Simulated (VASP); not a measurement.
# PbSe (k07) (Fm-3m) in VASP: further runs

The runs below take PbSe (k07) through single point, relaxation of cell and atoms, with PBEsol.

Program: VASP 6.6.1. These are calculated values, not measurements. Logs are shortened: lines on timing, memory, paths and dates and some standing lists are left out, and cuts for length are marked.

## 1. The cell of the first run

The structure is cubic, space group Fm-3m (No. 225). Conventional cell: a = 6.103 Å, b = 6.103 Å, c = 6.103 Å, α = 90.00°, β = 90.00°, γ = 90.00°. Within 4.0 Å of Pb (site symmetry m-3m) lie 6 Se at 3.05 Å. Within 4.0 Å of Se (site symmetry m-3m) lie 6 Pb at 3.05 Å.

## 2. Single point, PBEsol

File INCAR:

```
SYSTEM = PbSe
  PREC = Accurate
  ENCUT = 520
  EDIFF = 1E-6
  ISMEAR = 0
  SIGMA = 0.01
  LREAL = .False.
  LASPH = .True.
  NELM = 100
  ALGO = Normal
  ISIF = 2
  LWAVE = .False.
  LCHARG = .True.
  GGA = PS
  LELF = .True.
  LVHAR = .True.
  NBANDS = 17
```

File KPOINTS:

```
regular mesh
0
Gamma
  12 12 12
  0 0 0
```

File POSCAR:

```
PbSe
1.0
    0.0000000000      3.0515833685      3.0515833685
    3.0515833685      0.0000000000      3.0515833685
    3.0515833685      3.0515833685      0.0000000000
Pb Se
1 1
Direct
    0.0000000000      0.0000000000      0.0000000000
    0.5000000000      0.5000000000      0.5000000000
```

Potentials or basis: VASP PAW PBE potentials, release 64 (Pb_d, Se).

Launch:

```sh
$ cat potpaw_PBE.64/Pb_d/POTCAR potpaw_PBE.64/Se/POTCAR > POTCAR
$ mpirun -np 1 vasp_std > vasp.out
```

OUTCAR:

```text
SYSTEM = PbSe
   PREC = Accurate
   ENCUT = 520
   EDIFF = 1E-6
   ISMEAR = 0
   LREAL = .False.
   LASPH = .True.
   NELM = 100
   ISIF = 2
   GGA = PS

 ion  position               nearest neighbor table
   1  0.000  0.000  0.000-   2 3.05   2 3.05   2 3.05   2 3.05   2 3.05   2 3.05
   2  0.500  0.500  0.500-   1 3.05   1 3.05   1 3.05   1 3.05   1 3.05   1 3.05

  LATTYP: Found a face centered cubic cell.
 ALAT       =     6.1031667370

  Lattice vectors:

 A1 = (   0.0000000000,   3.0515833685,   3.0515833685)
 A2 = (   3.0515833685,   0.0000000000,   3.0515833685)
 A3 = (   3.0515833685,   3.0515833685,   0.0000000000)

Analysis of symmetry for initial positions (statically):
=====================================================================
 Subroutine PRICEL returns:
 Original cell was already a primitive cell.

 Routine SETGRP: Setting up the symmetry group for a
 face centered cubic supercell.

 Subroutine GETGRP returns: Found 48 space group operations
 (whereof 48 operations were pure point group operations)
 out of a pool of 48 trial point group operations.

The static configuration has the point symmetry O_h .

Analysis of symmetry for dynamics (positions and initial velocities):
=====================================================================
 Subroutine PRICEL returns:
 Original cell was already a primitive cell.

 Routine SETGRP: Setting up the symmetry group for a
 face centered cubic supercell.

 Subroutine GETGRP returns: Found 48 space group operations
 (whereof 48 operations were pure point group operations)
 out of a pool of 48 trial point group operations.

The dynamic configuration has the point symmetry O_h .

 Subroutine INISYM returns: Found 48 space group operations
 (whereof 48 operations are pure point group operations),
 and found     1 'primitive' translations

----------------------------------------------------------------------------------------

                                     Primitive cell

  volume of cell :      56.8337

  direct lattice vectors                    reciprocal lattice vectors
     0.000000000  3.051583368  3.051583368    -0.163849366  0.163849366  0.163849366
     3.051583368  0.000000000  3.051583368     0.163849366 -0.163849366  0.163849366
     3.051583368  3.051583368  0.000000000     0.163849366  0.163849366 -0.163849366

  length of vectors
     4.315590586  4.315590586  4.315590586     0.283795427  0.283795427  0.283795427

  position of ions in fractional coordinates (direct lattice)
     0.000000000  0.000000000  0.000000000
     0.500000000  0.500000000  0.500000000

  ion indices of the primitive-cell ions
   primitive index   ion index
                 1           1
                 2           2

----------------------------------------------------------------------------------------

 KPOINTS: regular mesh

Automatic generation of k-mesh.
 Grid dimensions read from file:
 generate k-points for:   12   12   12

 Generating k-lattice:

  Cartesian coordinates                     Fractional coordinates (reciprocal lattice)
    -0.013654114  0.013654114  0.013654114     0.083333333  0.000000000  0.000000000
     0.013654114 -0.013654114  0.013654114     0.000000000  0.083333333  0.000000000
     0.013654114  0.013654114 -0.013654114     0.000000000  0.000000000  0.083333333

  Length of vectors
     0.023649619  0.023649619  0.023649619

  Shift w.r.t. Gamma in fractional coordinates (k-lattice)
     0.000000000  0.000000000  0.000000000

 Subroutine IBZKPT returns following result:
 ===========================================

 Found     72 irreducible k-points:

 Following reciprocal coordinates:
            Coordinates               Weight
  0.000000  0.000000  0.000000      1.000000
  0.083333  0.000000  0.000000      8.000000
  0.166667  0.000000  0.000000      8.000000
  0.250000  0.000000  0.000000      8.000000
  0.333333  0.000000  0.000000      8.000000
  0.416667  0.000000  0.000000      8.000000
[... 16 lines left out ...]
  0.500000  0.166667  0.000000     24.000000
 -0.416667  0.166667  0.000000     24.000000
 [... further k-points ...]
   k-points           NKPTS =     72   k-points in BZ     NKDIM =     72   number of bands    NBANDS=     17
   number of dos      NEDOS =    301   number of ions     NIONS =      2
   total plane-waves  NPLWV =  32768
   dimension x,y,z NGX =    32 NGY =   32 NGZ =   32
   dimension x,y,z NGXF=    64 NGYF=   64 NGZF=   64
   ions per type =               1   1
   NGX,Y,Z   is equivalent  to a cutoff of  12.33, 12.33, 12.33 a.u.
   NGXF,Y,Z  is equivalent  to a cutoff of  24.65, 24.65, 24.65 a.u.
 SYSTEM =  PbSe
   PREC   = accura    normal or accurate (medium, high low for compatibility)
   ISTART =      0    job   : 0-new  1-cont  2-samecut
   ICHARG =      2    charge: 1-file 2-atom 10-const
   ISPIN  =      1    spin polarized calculation?
   LNONCOLLINEAR =      F non collinear calculations
   LSORBIT =      F    spin-orbit coupling
   LASPH  =      T    aspherical Exc in radial PAW
   ENCUT  =  520.0 eV  38.22 Ry    6.18 a.u.   8.02  8.02  8.02*2*pi/ulx,y,z
   NELM   =    100;   NELMIN=  2; NELMDL= -5     # of ELM steps
   EDIFF  = 0.1E-05   stopping-criterion for ELM
   LREAL  =      F    real-space projection
   EDIFFG = 0.1E-04   stopping-criterion for IOM
   NSW    =      0    number of steps for IOM
   IBRION =     -1    ionic relax: 0-MD 1-quasi-New 2-CG
   NFREE  =      0    steps in history (QN), initial steepest desc. (CG)
   ISIF   =      2    stress and relaxation
   ISYM   =      2    0-nonsym 1-usesym 2-fastsym
   POTIM  = 0.5000    time-step for ionic-motion
   TEBEG  =    0.0;   TEEND  =   0.0 temperature during run
   PSTRESS=    0.0 pullay stress
   NELECT =      20.0000    total number of electrons
   NUPDOWN=      -1.0000    fix difference up-down
   EMIN   =  10.00;   EMAX   =-10.00  energy-range for DOS
   EFERMI =   0.00;   METHOD = LEGACY
   ISMEAR =     0;   SIGMA  =   0.01  broadening in eV -4-tet -1-fermi 0-gaus
   EFERMI_NEDOS =   21; number of points for ismear=-14 and -15
   IALGO  =     38    algorithm
   IMIX   =      4    mixing-type and parameters
     AMIX     =   0.40;   BMIX     =  1.00
     AMIX_MAG =   1.60;   BMIX_MAG =  1.00
  volume/ion in A,a.u.               =      28.42       191.77
  Fermi-wavevector in a.u.,A,eV,Ry     =   1.155801  2.184146 18.175684  1.335875
  Thomas-Fermi vector in A             =   2.292426
   LORBIT       =      0    0 simple, 1 ext, 2 COOP (PROOUT), +10 PAW based schemes
   GGA     = PS    functional components
   LHFCALC =     F    Hartree Fock is set to
   AEXX    =    0.0000 exact exchange contribution
   IVDW    =     0    specifies the selected vdW correction
   LEPSILON=     F    determine dielectric tensor
   LRPA    =     F    only Hartree local field effects (RPA)
 non-spin polarized calculation
 Gauss-broadening in eV      SIGMA  =   0.01
  energy-cutoff  :      520.00
  volume of cell :       56.83
 maximum number of plane-waves:      1550
   NGX = 17   NGY = 17   NGZ = 17

 number of electron      20.0000003 magnetization

 Free energy of the ion-electron system (eV)
  ---------------------------------------------------
  ext. energy  EPLUGINS =         0.00000000
  ---------------------------------------------------
  free energy    TOTEN  =        -8.91644213 eV

  energy without entropy =       -8.91644213  energy(sigma->0) =       -8.91644213

 E-fermi :   5.0724     XC(G=0):  -9.7597

 val. band max:        5.0292131912   @ k =   0.5000   0.0000   0.0000
 cond. band min:       5.2012361842   @ k =   0.5000   0.0000   0.0000
 fundamental gap:      0.1720229930
 Fermi energy:         5.0723783770

 k-point     1 :       0.0000    0.0000    0.0000
  band No.  band energies     occupation
      1     -11.7394      2.00000
      2     -11.7394      2.00000
      3     -11.7394      2.00000
      4     -11.7382      2.00000
      5     -11.7382      2.00000
      6      -8.6604      2.00000
[... 9 lines left out ...]
     16      11.4507      0.00000
     17      12.9960      0.00000

 k-point     2 :       0.0833    0.0000    0.0000
  band No.  band energies     occupation
      1     -11.7402      2.00000
      2     -11.7402      2.00000
      3     -11.7392      2.00000
      4     -11.7368      2.00000
      5     -11.7368      2.00000
      6      -8.6060      2.00000
[... 9 lines left out ...]
     16      11.6167      0.00000
     17      13.6335      0.00000

 k-point     3 :       0.1667    0.0000    0.0000
  band No.  band energies     occupation
      1     -11.7450      2.00000
      2     -11.7450      2.00000
      3     -11.7385      2.00000
      4     -11.7305      2.00000
      5     -11.7305      2.00000
      6      -8.4482      2.00000
[... 9 lines left out ...]
     16      12.0374      0.00000
     17      14.8000      0.00000

 k-point     4 :       0.2500    0.0000    0.0000
  band No.  band energies     occupation
      1     -11.7515      2.00000
      2     -11.7515      2.00000
      3     -11.7377      2.00000
      4     -11.7218      2.00000
      5     -11.7218      2.00000
      6      -8.2058      2.00000
[... 9 lines left out ...]
     16      12.6728      0.00000
     17      16.1388      0.00000
[... 343 lines left out ...]
      1     -11.7887      2.00000
      2     -11.7463      2.00000
      3     -11.7389      2.00000
      4     -11.7148      2.00000
      5     -11.7041      2.00000
      6      -7.6678      2.00000
[... 9 lines left out ...]
     16      15.2740      0.00000
     17      15.9958      0.00000

 k-point    23 :       0.5000    0.1667    0.0000
  band No.  band energies     occupation
      1     -11.7897      2.00000
      2     -11.7519      2.00000
      3     -11.7342      2.00000
      4     -11.7132      2.00000
      5     -11.7022      2.00000
      6      -7.4732      2.00000
[... 9 lines left out ...]
     16      15.3742      0.00000
     17      15.7131      0.00000

 k-point    24 :      -0.4167    0.1667    0.0000
  band No.  band energies     occupation
      1     -11.7851      2.00000
      2     -11.7557      2.00000
      3     -11.7311      2.00000
      4     -11.7128      2.00000
      5     -11.7050      2.00000
      6      -7.4441      2.00000
[... 9 lines left out ...]
     16      14.3693      0.00000
     17      16.3840      0.00000

 [... further k-points ...]
[... 5 lines left out ...]
  --------------------------------------------------------------------------------------
  -------------------------------------------------------------------------------------
  Total       -0.0040313     -0.0040313     -0.0040313      0.0000000      0.0000000     -0.0000000
  in kB       -0.1136440     -0.1136440     -0.1136440      0.0000000      0.0000000     -0.0000000
  external PRESSURE =      -0.1136440 kB  Pullay stress =       0.0000000 kB

 VOLUME and BASIS-vectors are now :
 -----------------------------------------------------------------------------
  energy-cutoff  :      520.00
  volume of cell :       56.83
      direct lattice vectors                 reciprocal lattice vectors
     0.000000000  3.051583368  3.051583368    -0.163849366  0.163849366  0.163849366
     3.051583368  0.000000000  3.051583368     0.163849366 -0.163849366  0.163849366
     3.051583368  3.051583368  0.000000000     0.163849366  0.163849366 -0.163849366

 POSITION                                       TOTAL-FORCE (eV/Angst)
 -----------------------------------------------------------------------------------
      0.00000      0.00000      0.00000        -0.000000     -0.000000     -0.000000
      3.05158      3.05158      3.05158         0.000000      0.000000      0.000000
 -----------------------------------------------------------------------------------
    total drift:                                0.000000     -0.000000     -0.000000

  FREE ENERGIE OF THE ION-ELECTRON SYSTEM (eV)
  ---------------------------------------------------
  free  energy   TOTEN  =        -8.9164421312 eV

  energy  without entropy=       -8.9164421312  energy(sigma->0) =       -8.91644213
```

Wall time 92 s (1 thread of AMD EPYC 7R13, shared host); peak memory 0.19 GiB.

What came out:

```yaml
Free_energy: -8.9164 eV
Pressure: 0.0 GPa
Band_gap_on_the_k_mesh: 0.17 eV, direct
```

Levels at points of the mesh, in eV from the valence-band top:
| k point | band 6 | band 7 | band 8 | band 9 | band 10 | band 11 | band 12 | band 13 | band 14 | band 15 |
| --- | --- | --- | --- | --- | --- | --- | --- | --- | --- | --- |
| (0.00, 0.00, 0.00) | -13.69 | -6.32 | -1.92 | -1.92 | -1.92 | 4.69 | 4.69 | 4.69 | 6.42 | 6.42 |
| (0.50, 0.00, 0.00) | -12.59 | -8.89 | -1.50 | -1.50 | 0.00 | 0.17 | 1.62 | 1.62 | 8.42 | 10.11 |
| (0.50, 0.50, 0.00) | -12.20 | -7.43 | -5.11 | -3.31 | -3.31 | 3.54 | 5.61 | 5.61 | 6.04 | 11.31 |

Caveat: the PAW data sets were made with another functional, which shifts forces and pressure a little; spin-orbit coupling is left out, which moves the levels of the heavy elements. A k mesh can miss the band edges.

[end of part 1 of 2]
